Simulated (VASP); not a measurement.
# TaN (I4/mmm) in VASP: single point with PBEsol

Aim: the single point of TaN with PBEsol.

Program: VASP 6.6.1. These are calculated values, not measurements. Logs are shortened: lines on timing, memory, paths and dates and some standing lists are left out, and cuts for length are marked.

## 1. The cell of the first run

The structure is tetragonal, space group I4/mmm (No. 139). The conventional cell has a = 3.082 Å, b = 3.082 Å, c = 4.009 Å, α = 90.00°, β = 90.00°, γ = 90.00°. Ta (site symmetry 4/mmm) has 6 N at 2.00 to 2.18 Å within 2.7 Å. N (site symmetry 4/mmm) has 6 Ta at 2.00 to 2.18 Å within 2.7 Å.

## 2. Single point, PBEsol (strain +0.000 along x and y, -0.080 along z)

Contents of INCAR:

```
ALGO = Normal
EDIFF = 1E-7
ENCUT = 520
GGA = PS
ISIF = 2
ISMEAR = 0
LASPH = T
LCHARG = T
LELF = T
LREAL = F
LVHAR = T
LWAVE = F
NBANDS = 15
NELM = 60
PREC = Accurate
SIGMA = 0.15
```

Contents of KPOINTS:

```
k-points
0
Gamma
  18 18 18
```

Contents of POSCAR:

```
TaN
1.0
    0.0000000000      2.1790000000      2.0046800000
    2.1790000000      0.0000000000      2.0046800000
    2.1790000000      2.1790000000      0.0000000000
Ta N
1 1
Direct
    0.5000000000      0.5000000000      0.5000000000
    0.0000000000      0.0000000000      0.0000000000
```

Potentials or basis: VASP PAW PBE potentials, release 64 (Ta_pv, N).

The run is started by

```console
> cat potpaw_PBE.64/Ta_pv/POTCAR potpaw_PBE.64/N/POTCAR > POTCAR
> mpirun -np 1 vasp_std > vasp.out
```

OUTCAR:

```text
EDIFF = 1E-7
   ENCUT = 520
   GGA = PS
   ISIF = 2
   ISMEAR = 0
   LASPH = T
   LREAL = F
   NELM = 60
   PREC = Accurate

 ion  position               nearest neighbor table
   1  0.500  0.500  0.500-   2 2.00   2 2.00   2 2.18   2 2.18   2 2.18   2 2.18
   2  0.000  0.000  0.000-   1 2.00   1 2.00   1 2.18   1 2.18   1 2.18   1 2.18

  LATTYP: Found a body centered tetragonal cell.
 ALAT       =     3.0815713524
 C/A-ratio  =     1.3010764774

  Lattice vectors:

 A1 = (   0.0000000000,  -2.1790000000,  -2.0046800000)
 A2 = (   0.0000000000,   2.1790000000,  -2.0046800000)
 A3 = (   2.1790000000,   0.0000000000,   2.0046800000)

Analysis of symmetry for initial positions (statically):
=====================================================================
 Subroutine PRICEL returns:
 Original cell was already a primitive cell.

 Routine SETGRP: Setting up the symmetry group for a
 body centered tetragonal supercell.

 Subroutine GETGRP returns: Found 16 space group operations
 (whereof 16 operations were pure point group operations)
 out of a pool of 16 trial point group operations.

The static configuration has the point symmetry D_4h.

Analysis of symmetry for dynamics (positions and initial velocities):
=====================================================================
 Subroutine PRICEL returns:
 Original cell was already a primitive cell.

 Routine SETGRP: Setting up the symmetry group for a
 body centered tetragonal supercell.

 Subroutine GETGRP returns: Found 16 space group operations
 (whereof 16 operations were pure point group operations)
 out of a pool of 16 trial point group operations.

The dynamic configuration has the point symmetry D_4h.

 Subroutine INISYM returns: Found 16 space group operations
 (whereof 16 operations are pure point group operations),
 and found     1 'primitive' translations

----------------------------------------------------------------------------------------

                                     Primitive cell

  volume of cell :      19.0366

  direct lattice vectors                    reciprocal lattice vectors
     0.000000000  2.179000000  2.004680000    -0.229463056  0.229463056  0.249416366
     2.179000000  0.000000000  2.004680000     0.229463056 -0.229463056  0.249416366
     2.179000000  2.179000000  0.000000000     0.229463056  0.229463056 -0.249416366

  length of vectors
     2.960875361  2.960875361  3.081571352     0.409286100  0.409286100  0.409286100
[... 85 lines left out ...]
   IBRION =     -1    ionic relax: 0-MD 1-quasi-New 2-CG
   NFREE  =      0    steps in history (QN), initial steepest desc. (CG)
   ISIF   =      2    stress and relaxation
   ISYM   =      2    0-nonsym 1-usesym 2-fastsym
   POTIM  = 0.5000    time-step for ionic-motion
   TEBEG  =    0.0;   TEEND  =   0.0 temperature during run
   PSTRESS=    0.0 pullay stress
   NELECT =      16.0000    total number of electrons
   NUPDOWN=      -1.0000    fix difference up-down
   EMIN   =  10.00;   EMAX   =-10.00  energy-range for DOS
   EFERMI =   0.00;   METHOD = LEGACY
   ISMEAR =     0;   SIGMA  =   0.15  broadening in eV -4-tet -1-fermi 0-gaus
   EFERMI_NEDOS =   21; number of points for ismear=-14 and -15
   IALGO  =     38    algorithm
   IMIX   =      4    mixing-type and parameters
     AMIX     =   0.40;   BMIX     =  1.00
     AMIX_MAG =   1.60;   BMIX_MAG =  1.00
  volume/ion in A,a.u.               =       9.52        64.23
  Fermi-wavevector in a.u.,A,eV,Ry     =   1.544964  2.919558 32.475927  2.386913
  Thomas-Fermi vector in A             =   2.650410
   LORBIT       =      0    0 simple, 1 ext, 2 COOP (PROOUT), +10 PAW based schemes
   GGA     = PS    functional components
   LHFCALC =     F    Hartree Fock is set to
   AEXX    =    0.0000 exact exchange contribution
   IVDW    =     0    specifies the selected vdW correction
   LEPSILON=     F    determine dielectric tensor
   LRPA    =     F    only Hartree local field effects (RPA)
 non-spin polarized calculation
 Gauss-broadening in eV      SIGMA  =   0.15
  energy-cutoff  :      520.00
  volume of cell :       19.04
 maximum number of plane-waves:       526
 NGX is ok and might be reduce to    24
   NGX = 11   NGY = 11   NGZ = 11

 number of electron      16.0000001 magnetization

 Free energy of the ion-electron system (eV)
  ---------------------------------------------------
  ext. energy  EPLUGINS =         0.00000000
  ---------------------------------------------------
  free energy    TOTEN  =       -22.67131024 eV

  energy without entropy =      -22.66298385  energy(sigma->0) =      -22.66714704

 E-fermi :  10.6597     XC(G=0): -14.1947

 val. band max:       10.6498321571   @ k =   0.2778  -0.0000   0.0000
 cond. band min:      10.6607091746   @ k =  -0.4444   0.1667   0.0556
 fundamental gap:      0.0108770175
 Fermi energy:        10.6597117981

 k-point     1 :       0.0000    0.0000    0.0000
  band No.  band energies     occupation
      1     -24.8153      2.00000
      2     -24.7733      2.00000
      3     -24.7733      2.00000
      4      -9.0899      2.00000
      5       6.3520      2.00000
      6       6.3520      2.00000
      7       7.0143      2.00000
      8       7.8902      2.00000
      9       7.8902      2.00000
     10       9.0077      2.00000
     11      10.0487      2.00000
     12      10.2453      1.99991
     13      14.5794      0.00000
     14      20.1747      0.00000
[... 401 lines left out ...]
      2     -24.8736      2.00000
      3     -24.8516      2.00000
      4      -7.5959      2.00000
      5       2.4053      2.00000
      6       3.5162      2.00000
      7       4.5060      2.00000
      8       9.4556      2.00000
      9       9.5762      2.00000
     10      11.0118      0.00090
     11      14.5692      0.00000
     12      14.7364      0.00000
     13      16.7054      0.00000
     14      23.3442      0.00000
     15      23.8441      0.00000

 [... further k-points ...]
[... 5 lines left out ...]
  --------------------------------------------------------------------------------------
  -------------------------------------------------------------------------------------
  Total        2.4991856      2.4991856     13.4908046      0.0000000     -0.0000000      0.0000000
  in kB      210.3388927    210.3388927   1135.4262283      0.0000000     -0.0000000      0.0000000
  external PRESSURE =     518.7013379 kB  Pullay stress =       0.0000000 kB

 VOLUME and BASIS-vectors are now :
 -----------------------------------------------------------------------------
  energy-cutoff  :      520.00
  volume of cell :       19.04
      direct lattice vectors                 reciprocal lattice vectors
     0.000000000  2.179000000  2.004680000    -0.229463056  0.229463056  0.249416366
     2.179000000  0.000000000  2.004680000     0.229463056 -0.229463056  0.249416366
     2.179000000  2.179000000  0.000000000     0.229463056  0.229463056 -0.249416366

 POSITION                                       TOTAL-FORCE (eV/Angst)
 -----------------------------------------------------------------------------------
      2.17900      2.17900      2.00468        -0.000000      0.000000      0.000000
      0.00000      0.00000      0.00000         0.000000     -0.000000      0.000000
 -----------------------------------------------------------------------------------
    total drift:                                0.000000     -0.000000      0.000000

  FREE ENERGIE OF THE ION-ELECTRON SYSTEM (eV)
  ---------------------------------------------------
  free  energy   TOTEN  =       -22.6713102400 eV

  energy  without entropy=      -22.6629838457  energy(sigma->0) =      -22.66714704
```

stdout:

```text
POSCAR found type information on POSCAR TaN
 POSCAR found :  2 types and       2 ions
 scaLAPACK will be used
 -----------------------------------------------------------------------------
|                                                                             |
|                                                                             |
|     You enforced a specific xc type in the INCAR file but a different       |
|     I HOPE YOU KNOW WHAT YOU ARE DOING!                                     |
|                                                                             |
 -----------------------------------------------------------------------------

 LDA part: xc-table for (Slater+PW92), standard interpolation
 POSCAR, INCAR and KPOINTS ok, starting setup
 FFT: planning ... GRIDC
 FFT: planning ... GRID_SOFT
 FFT: planning ... GRID
 WAVECAR not read
 entering main loop
```

It took 2.6 min on 1 thread of Intel Xeon 8259CL, shared host; peak memory 0.26 GiB.

Results:

| Quantity | Value |
| --- | --- |
| Free energy | -22.6713 eV |
| Pressure | 51.9 GPa |
| Band gap on the k mesh | zero (band 8 reaches 12.62 eV, above the bottom of band 9 at 7.89 eV) |

Caveat: the cell differs from its parent crystal (strain +0.000 along x and y, -0.080 along z); the PAW data sets were made with another functional, which shifts forces and pressure a little; spin-orbit coupling is left out, which moves the levels of the heavy elements.
